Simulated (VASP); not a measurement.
# CoO (Fm-3m) in VASP: further runs

CoO is run at these levels: PBE+U; tasks: single point.

All numbers are computed with VASP 6.6.1; they aren't measurements. Logs are shortened: lines on timing, memory, paths and dates and some standing lists are left out, and cuts for length are marked.

## Step 1: The cell of the first run

Symmetry: Fm-3m, No. 225, cubic system. The conventional cell has a = 4.263 Å, b = 4.263 Å, c = 4.263 Å, α = 90.00°, β = 90.00°, γ = 90.00°. Co (site symmetry m-3m) has 6 O at 2.13 Å within 2.8 Å. O (site symmetry m-3m) has 6 Co at 2.13 Å within 2.8 Å.

## Step 2: Single point, PBE+U, collinear spin, ferromagnetic start

Contents of INCAR:

```
SYSTEM = CoO
ALGO = Normal ; EDIFF = 1E-6
ENCUT = 700 ; GGA = PE
GGA_COMPAT = .False. ; ISIF = 2
ISMEAR = 0 ; ISPIN = 2
LASPH = .True. ; LCHARG = .True.
LDAU = .True. ; LDAUJ = 0 0
LDAUL = 2 -1 ; LDAUPRINT = 1
LDAUTYPE = 2 ; LDAUU = 3.3 0
LELF = .True. ; LMAXMIX = 4
LORBIT = 11 ; LREAL = .False.
LVHAR = .True. ; LWAVE = .False.
MAGMOM = 3 0 ; NBANDS = 22
NELM = 200 ; PREC = Accurate
SIGMA = 0.05
```

Contents of KPOINTS:

```
k-points
0
Gamma
  10 10 10
  0 0 0
```

Contents of POSCAR:

```
CoO
1.0
    0.0000000000      2.1315016559      2.1315016559
    2.1315016559      0.0000000000      2.1315016559
    2.1315016559      2.1315016559      0.0000000000
Co O
1 1
Direct
    0.0000000000      0.0000000000      0.0000000000
    0.5000000000      0.5000000000      0.5000000000
```

Potentials or basis: VASP PAW PBE potentials, release 64 (Co_sv, O).

On the command line:

```sh
> cat potpaw_PBE.64/Co_sv/POTCAR potpaw_PBE.64/O/POTCAR > POTCAR
> mpirun -np 1 vasp_std > vasp.out
```

OUTCAR:

```text
SYSTEM = CoO
   EDIFF = 1E-6
   ENCUT = 700
   GGA = PE
   ISIF = 2
   ISMEAR = 0
   ISPIN = 2
   LASPH = .True.
   LORBIT = 11
   LREAL = .False.
   NELM = 200
   PREC = Accurate

 ion  position               nearest neighbor table
   1  0.000  0.000  0.000-   2 2.13   2 2.13   2 2.13   2 2.13   2 2.13   2 2.13
   2  0.500  0.500  0.500-   1 2.13   1 2.13   1 2.13   1 2.13   1 2.13   1 2.13

  LATTYP: Found a face centered cubic cell.
 ALAT       =     4.2630033118

  Lattice vectors:

 A1 = (   0.0000000000,   2.1315016559,   2.1315016559)
 A2 = (   2.1315016559,   0.0000000000,   2.1315016559)
 A3 = (   2.1315016559,   2.1315016559,   0.0000000000)

Analysis of symmetry for initial positions (statically):
=====================================================================
 Subroutine PRICEL returns:
 Original cell was already a primitive cell.

 Routine SETGRP: Setting up the symmetry group for a
 face centered cubic supercell.

 Subroutine GETGRP returns: Found 48 space group operations
 (whereof 48 operations were pure point group operations)
 out of a pool of 48 trial point group operations.

The static configuration has the point symmetry O_h .

Analysis of symmetry for dynamics (positions and initial velocities):
=====================================================================
 Subroutine PRICEL returns:
 Original cell was already a primitive cell.

 Routine SETGRP: Setting up the symmetry group for a
 face centered cubic supercell.

 Subroutine GETGRP returns: Found 48 space group operations
 (whereof 48 operations were pure point group operations)
 out of a pool of 48 trial point group operations.

The dynamic configuration has the point symmetry O_h .

Analysis of structural, dynamic, and magnetic symmetry:
=====================================================================
 Subroutine PRICEL returns:
 Original cell was already a primitive cell.

 Routine SETGRP: Setting up the symmetry group for a
 face centered cubic supercell.

 Subroutine GETGRP returns: Found 48 space group operations
 (whereof 48 operations were pure point group operations)
 out of a pool of 48 trial point group operations.

The overall configuration has the point symmetry O_h .

 Subroutine INISYM returns: Found 48 space group operations
 (whereof 48 operations are pure point group operations),
 and found     1 'primitive' translations

----------------------------------------------------------------------------------------

                                     Primitive cell

  volume of cell :      19.3681

  direct lattice vectors                    reciprocal lattice vectors
     0.000000000  2.131501656  2.131501656    -0.234576407  0.234576407  0.234576407
     2.131501656  0.000000000  2.131501656     0.234576407 -0.234576407  0.234576407
     2.131501656  2.131501656  0.000000000     0.234576407  0.234576407 -0.234576407

  length of vectors
     3.014398550  3.014398550  3.014398550     0.406298255  0.406298255  0.406298255

  position of ions in fractional coordinates (direct lattice)
     0.000000000  0.000000000  0.000000000
     0.500000000  0.500000000  0.500000000

  ion indices of the primitive-cell ions
   primitive index   ion index
                 1           1
                 2           2

----------------------------------------------------------------------------------------

 KPOINTS: k-points

Automatic generation of k-mesh.
 Grid dimensions read from file:
 generate k-points for:   10   10   10

[... 63 lines left out ...]
   EDIFF  = 0.1E-05   stopping-criterion for ELM
   LREAL  =      F    real-space projection
   EDIFFG = 0.1E-04   stopping-criterion for IOM
   NSW    =      0    number of steps for IOM
   IBRION =     -1    ionic relax: 0-MD 1-quasi-New 2-CG
   NFREE  =      0    steps in history (QN), initial steepest desc. (CG)
   ISIF   =      2    stress and relaxation
   ISYM   =      2    0-nonsym 1-usesym 2-fastsym
   POTIM  = 0.5000    time-step for ionic-motion
   TEBEG  =    0.0;   TEEND  =   0.0 temperature during run
   PSTRESS=    0.0 pullay stress
   NELECT =      23.0000    total number of electrons
   NUPDOWN=      -1.0000    fix difference up-down
   EMIN   =  10.00;   EMAX   =-10.00  energy-range for DOS
   EFERMI =   0.00;   METHOD = LEGACY
   ISMEAR =     0;   SIGMA  =   0.05  broadening in eV -4-tet -1-fermi 0-gaus
   EFERMI_NEDOS =   21; number of points for ismear=-14 and -15
   IALGO  =     38    algorithm
   IMIX   =      4    mixing-type and parameters
     AMIX     =   0.40;   BMIX     =  1.00
     AMIX_MAG =   1.60;   BMIX_MAG =  1.00
  volume/ion in A,a.u.               =       9.68        65.35
  Fermi-wavevector in a.u.,A,eV,Ry     =   1.733625  3.276076 40.891696  3.005455
  Thomas-Fermi vector in A             =   2.807576
   LORBIT       =     11    0 simple, 1 ext, 2 COOP (PROOUT), +10 PAW based schemes
 LDA+U is selected, type is set to LDAUTYPE =  2
   angular momentum for each species LDAUL =     2   -1
   U (eV)           for each species LDAUU =   3.3  0.0
   J (eV)           for each species LDAUJ =   0.0  0.0
   GGA     = PE    functional components
   LHFCALC =     F    Hartree Fock is set to
   AEXX    =    0.0000 exact exchange contribution
   IVDW    =     0    specifies the selected vdW correction
   LEPSILON=     F    determine dielectric tensor
   LRPA    =     F    only Hartree local field effects (RPA)
 spin polarized calculation
 Gauss-broadening in eV      SIGMA  =   0.05
  energy-cutoff  :      700.00
  volume of cell :       19.37
 maximum number of plane-waves:       869
 NGX is ok and might be reduce to    28
   NGX = 13   NGY = 13   NGZ = 13

atom =   1  type =  1  l = 2

 onsite density matrix

spin component  1

  0.9244 -0.0000 -0.0000  0.0000 -0.0000
 -0.0000  0.9244 -0.0000  0.0000  0.0000
 -0.0000 -0.0000  0.9552  0.0000 -0.0000
  0.0000  0.0000  0.0000  0.9244 -0.0000
 -0.0000  0.0000 -0.0000 -0.0000  0.9552

spin component  2

  0.6052 -0.0000  0.0000  0.0000  0.0000
 -0.0000  0.6052 -0.0000 -0.0000  0.0000
  0.0000 -0.0000  0.0993 -0.0000 -0.0000
  0.0000 -0.0000 -0.0000  0.6052  0.0000
  0.0000  0.0000 -0.0000  0.0000  0.0993

 occupancies and eigenvectors

  o =  0.0993  v =  0.0000  0.0000  0.0000  0.0000  0.0000  0.0000 -0.0000  0.9826 -0.0000  0.1859      0.0000  0.0000  0.0000  0.0000  0.0000  0.0000  0.0000  0.0000  0.0000  0.0000
  o =  0.0993  v =  0.0000  0.0000  0.0000  0.0000  0.0000  0.0000 -0.0000  0.1859 -0.0000 -0.9826      0.0000  0.0000  0.0000  0.0000  0.0000  0.0000  0.0000  0.0000  0.0000  0.0000
  o =  0.6052  v =  0.0000  0.0000  0.0000  0.0000  0.0000  1.0000  0.0000  0.0000  0.0000  0.0000      0.0000  0.0000  0.0000  0.0000  0.0000  0.0000  0.0000  0.0000  0.0000  0.0000
  o =  0.6052  v =  0.0000  0.0000  0.0000  0.0000  0.0000  0.0000 -0.9721 -0.0000  0.2345 -0.0000      0.0000  0.0000  0.0000  0.0000  0.0000  0.0000  0.0000  0.0000  0.0000  0.0000
  o =  0.6052  v =  0.0000  0.0000  0.0000  0.0000  0.0000  0.0000 -0.2345 -0.0000 -0.9721  0.0000      0.0000  0.0000  0.0000  0.0000  0.0000  0.0000  0.0000  0.0000  0.0000  0.0000
  o =  0.9244  v =  0.0000  0.0419  0.0000 -0.9991  0.0000  0.0000  0.0000  0.0000  0.0000  0.0000      0.0000  0.0000  0.0000  0.0000  0.0000  0.0000  0.0000  0.0000  0.0000  0.0000
  o =  0.9244  v =  0.0000 -0.9991 -0.0000 -0.0419  0.0000  0.0000  0.0000  0.0000  0.0000  0.0000      0.0000  0.0000  0.0000  0.0000  0.0000  0.0000  0.0000  0.0000  0.0000  0.0000
  o =  0.9244  v =  1.0000  0.0000  0.0000  0.0000  0.0000  0.0000  0.0000  0.0000  0.0000  0.0000      0.0000  0.0000  0.0000  0.0000  0.0000  0.0000  0.0000  0.0000  0.0000  0.0000
  o =  0.9552  v =  0.0000 -0.0000 -0.0011 -0.0000 -1.0000  0.0000  0.0000  0.0000  0.0000  0.0000      0.0000  0.0000  0.0000  0.0000  0.0000  0.0000  0.0000  0.0000  0.0000  0.0000
  o =  0.9552  v =  0.0000 -0.0000  1.0000  0.0000 -0.0011  0.0000  0.0000  0.0000  0.0000  0.0000      0.0000  0.0000  0.0000  0.0000  0.0000  0.0000  0.0000  0.0000  0.0000  0.0000

 number of electron      23.0000015 magnetization       2.9998055

 Free energy of the ion-electron system (eV)
  ---------------------------------------------------
  ext. energy  EPLUGINS =         0.00000000
  ---------------------------------------------------
  free energy    TOTEN  =       -11.05861821 eV

  energy without entropy =      -11.05300998  energy(sigma->0) =      -11.05581409

 E-fermi :   8.5824     XC(G=0): -12.6564

 val. band max:        8.5659821955   @ k =   0.4000   0.2000   0.1000
 cond. band min:       8.5908570366   @ k =   0.4000   0.1000   0.0000
 fundamental gap:      0.0248748411
 Fermi energy:         8.5823942090

 spin component 1

 k-point     1 :       0.0000    0.0000    0.0000
  band No.  band energies     occupation
      1     -88.1949      1.00000
      2     -51.4414      1.00000
      3     -51.4414      1.00000
      4     -51.4414      1.00000
      5     -11.1387      1.00000
      6       4.0270      1.00000
[... 1193 lines left out ...]
     21      38.7834      0.00000
     22      40.0140      0.00000

 [... further k-points ...]

------------------------ aborting loop because EDIFF is reached ----------------------------------------

  FORCE on cell =-STRESS in cart. coord.  units (eV):
  Direction    XX          YY          ZZ          XY          YZ          ZX
  --------------------------------------------------------------------------------------
  -------------------------------------------------------------------------------------
  Total       -0.1263347     -0.1263347     -0.1263347     -0.0000000      0.0000000     -0.0000000
  in kB      -10.4507240    -10.4507240    -10.4507240     -0.0000000      0.0000000     -0.0000000
  external PRESSURE =     -10.4507240 kB  Pullay stress =       0.0000000 kB

 VOLUME and BASIS-vectors are now :
 -----------------------------------------------------------------------------
  energy-cutoff  :      700.00
  volume of cell :       19.37
      direct lattice vectors                 reciprocal lattice vectors
     0.000000000  2.131501656  2.131501656    -0.234576407  0.234576407  0.234576407
     2.131501656  0.000000000  2.131501656     0.234576407 -0.234576407  0.234576407
     2.131501656  2.131501656  0.000000000     0.234576407  0.234576407 -0.234576407

 POSITION                                       TOTAL-FORCE (eV/Angst)
 -----------------------------------------------------------------------------------
      0.00000      0.00000      0.00000         0.000000      0.000000      0.000000
      2.13150      2.13150      2.13150        -0.000000      0.000000     -0.000000
 -----------------------------------------------------------------------------------
    total drift:                                0.000000      0.000000      0.000000

  FREE ENERGIE OF THE ION-ELECTRON SYSTEM (eV)
  ---------------------------------------------------
  free  energy   TOTEN  =       -11.0586182122 eV

  energy  without entropy=      -11.0530099761  energy(sigma->0) =      -11.05581409

 total charge

# of ion       s       p       d       tot
------------------------------------------
    1        2.144   6.064   6.672  14.880
    2        1.548   3.457   0.000   5.004
--------------------------------------------------
tot          3.692   9.521   6.672  19.885

 magnetization (x)

# of ion       s       p       d       tot
------------------------------------------
    1        0.014   0.011   2.665   2.689
    2        0.025   0.227   0.000   0.253
--------------------------------------------------
tot          0.039   0.238   2.665   2.942
```

It took 35 s on 1 thread of Intel Xeon 6975P-C (Granite Rapids), shared host; peak memory 0.2 GiB.

What came out:

```yaml
Free_energy: -11.0586 eV
Pressure: -1.0 GPa
Band_gap_on_the_k_mesh: zero (filled and empty bands overlap)
Net_moment: 3.00 μB per cell
Site_moments: Co +2.69; O +0.25 μB
Valence_electrons_inside_the_program's_atomic_spheres: Co 14.88; O 5.00
```

Levels at points of the mesh, in eV from the Fermi level:
Spin up:
| k point | band 10 | band 11 | band 12 | band 13 | band 14 | band 15 | band 16 | band 17 |
| --- | --- | --- | --- | --- | --- | --- | --- | --- |
| (0.00, 0.00, 0.00) | -4.14 | -2.63 | -2.63 | -2.63 | 1.31 | 17.11 | 17.95 | 17.95 |
| (0.50, 0.00, 0.00) | -3.52 | -2.69 | -0.27 | -0.27 | 5.36 | 9.67 | 13.66 | 13.66 |
| (0.50, 0.50, 0.00) | -3.87 | -3.68 | -3.24 | -3.24 | 6.07 | 10.20 | 11.51 | 16.03 |
Spin down:
```tsv
k point	band 6	band 7	band 8	band 9	band 10	band 11	band 12	band 13	band 14	band 15
(0.00, 0.00, 0.00)	-2.16	-2.16	-2.16	-1.13	-1.13	-1.13	1.65	1.65	1.80	16.92
(0.50, 0.00, 0.00)	-7.27	-3.99	-3.99	-0.10	-0.10	0.19	4.08	4.08	5.59	10.42
(0.50, 0.50, 0.00)	-6.04	-3.43	-3.43	-2.21	0.07	0.07	2.17	2.58	6.97	10.59
```

Eigenvalues of the final occupation matrices:
| site | spin | trace | eigenvalues |
| --- | --- | --- | --- |
| site 1 d | 1 | 4.68 | 0.92 0.92 0.92 0.96 0.96 |
| site 1 d | 2 | 2.01 | 0.10 0.10 0.61 0.61 0.61 |

Caveat: a cell with one magnetic atom can't hold antiferromagnetic order, which such compounds often take. The state reached can hang on the start; a lower one may exist.

## Step 3: Single point, PBE+U, collinear spin, ferromagnetic start

Contents of INCAR:

```
SYSTEM = CoO
PREC = Accurate
ENCUT = 700
EDIFF = 1E-6
ISMEAR = 0
SIGMA = 0.05
LREAL = .False.
LASPH = .True.
NELM = 200
ALGO = Normal
ISIF = 2
LWAVE = .False.
LCHARG = .False.
ISPIN = 2
MAGMOM = 0.5 0
LORBIT = 11
LMAXMIX = 4
LDAU = .True.
LDAUTYPE = 2
LDAUL = 2 -1
LDAUU = 3.3 0
LDAUJ = 0 0
LDAUPRINT = 1
GGA = PE
NBANDS = 22
GGA_COMPAT = .False.
```

Contents of KPOINTS:

```
regular mesh
0
Gamma
  6 6 6
  0 0 0
```

POSCAR is that of step 2.

Potentials or basis: VASP PAW PBE potentials, release 64 (Co_sv, O).

On the command line:

```sh
> cat potpaw_PBE.64/Co_sv/POTCAR potpaw_PBE.64/O/POTCAR > POTCAR
> mpirun -np 1 vasp_std > vasp.out
```

OUTCAR:

```text
SYSTEM = CoO
   PREC = Accurate
   ENCUT = 700
   EDIFF = 1E-6
   ISMEAR = 0
   LREAL = .False.
   LASPH = .True.
   NELM = 200
   ISIF = 2
   ISPIN = 2
   LORBIT = 11
   GGA = PE

 ion  position               nearest neighbor table
   1  0.000  0.000  0.000-   2 2.13   2 2.13   2 2.13   2 2.13   2 2.13   2 2.13
   2  0.500  0.500  0.500-   1 2.13   1 2.13   1 2.13   1 2.13   1 2.13   1 2.13

  LATTYP: Found a face centered cubic cell.
 ALAT       =     4.2630033118

  Lattice vectors:

 A1 = (   0.0000000000,   2.1315016559,   2.1315016559)
 A2 = (   2.1315016559,   0.0000000000,   2.1315016559)
 A3 = (   2.1315016559,   2.1315016559,   0.0000000000)

Analysis of symmetry for initial positions (statically):
=====================================================================
 Subroutine PRICEL returns:
 Original cell was already a primitive cell.

 Routine SETGRP: Setting up the symmetry group for a
 face centered cubic supercell.

 Subroutine GETGRP returns: Found 48 space group operations
 (whereof 48 operations were pure point group operations)
[... 1016 lines left out ...]
     21      40.1730      0.00000
     22      40.1762      0.00000

------------------------ aborting loop because EDIFF is reached ----------------------------------------

  FORCE on cell =-STRESS in cart. coord.  units (eV):
  Direction    XX          YY          ZZ          XY          YZ          ZX
  --------------------------------------------------------------------------------------
  -------------------------------------------------------------------------------------
  Total       -0.1000716     -0.1000716     -0.1000716      0.0000000      0.0000000     -0.0000000
  in kB       -8.2781674     -8.2781674     -8.2781674      0.0000000      0.0000000     -0.0000000
  external PRESSURE =      -8.2781674 kB  Pullay stress =       0.0000000 kB

 VOLUME and BASIS-vectors are now :
 -----------------------------------------------------------------------------
  energy-cutoff  :      700.00
  volume of cell :       19.37
      direct lattice vectors                 reciprocal lattice vectors
     0.000000000  2.131501656  2.131501656    -0.234576407  0.234576407  0.234576407
     2.131501656  0.000000000  2.131501656     0.234576407 -0.234576407  0.234576407
     2.131501656  2.131501656  0.000000000     0.234576407  0.234576407 -0.234576407

 POSITION                                       TOTAL-FORCE (eV/Angst)
 -----------------------------------------------------------------------------------
      0.00000      0.00000      0.00000         0.000000      0.000000      0.000000
      2.13150      2.13150      2.13150        -0.000000     -0.000000     -0.000000
 -----------------------------------------------------------------------------------
    total drift:                                0.000000      0.000000      0.000000

  FREE ENERGIE OF THE ION-ELECTRON SYSTEM (eV)
  ---------------------------------------------------
  free  energy   TOTEN  =       -11.0582840378 eV

  energy  without entropy=      -11.0530296511  energy(sigma->0) =      -11.05565684

 total charge

# of ion       s       p       d       tot
------------------------------------------
    1        2.144   6.065   6.671  14.879
    2        1.548   3.457   0.000   5.004
--------------------------------------------------
tot          3.692   9.521   6.671  19.884

 magnetization (x)

# of ion       s       p       d       tot
------------------------------------------
    1        0.014   0.011   2.667   2.691
    2        0.025   0.226   0.000   0.251
--------------------------------------------------
tot          0.039   0.237   2.667   2.942
```

Run time: 77 s. Hardware: 1 thread of AMD EPYC, shared host; peak memory 0.14 GiB.

Results:

```yaml
Free_energy: -11.0583 eV
Pressure: -0.8 GPa
Band_gap_on_the_k_mesh: zero (filled and empty bands overlap)
Net_moment: 3.00 μB per cell
Site_moments: Co +2.69; O +0.25 μB
Valence_electrons_inside_the_program's_atomic_spheres: Co 14.88; O 5.00
```

Eigenvalues of the final occupation matrices:
| site | spin | trace | eigenvalues |
| --- | --- | --- | --- |
| site 1 d | 1 | 4.68 | 0.92 0.92 0.92 0.96 0.96 |
| site 1 d | 2 | 2.01 | 0.10 0.10 0.60 0.60 0.60 |

Caveat: the k points lie up to 0.43 Å⁻¹ apart, too coarse for converged energies and pressures of a metal; a cell with one magnetic atom can't hold antiferromagnetic order, which such compounds often take. The state reached can hang on the start; a lower one may exist.

The gap in the log of VASP goes by the Fermi energy; the results here count the filled bands.